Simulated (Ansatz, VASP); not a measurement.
# One calculation of Ca, two programs

```
CELL_PARAMETERS angstrom
-2.22497 2.22497 2.22497
2.22497 -2.22497 2.22497
2.22497 2.22497 -2.22497
ATOMIC_POSITIONS crystal
Ca 0.00000 0.00000 0.00000
```

Change from the starting cell: volume scaled by 0.98.

Alike in both runs: task single point; functional PBE; k mesh 10 × 10 × 10; occupations fermi-dirac, width 0.05 eV; no spin polarisation.

|  | VASP | Ansatz |
| --- | --- | --- |
| version | VASP 6.6.1 | Ansatz 0.2.0 |
| potentials or method | VASP PAW PBE potentials, release 64 (Ca_sv), cutoff 520 eV | all-electron LAPW, scalar-relativistic |

```tsv
	VASP	Ansatz	Ansatz less VASP
pressure (GPa)	-0.7	-0.7	-0.01
```

Ansatz ran all-electron here, and VASP with PAW potentials.
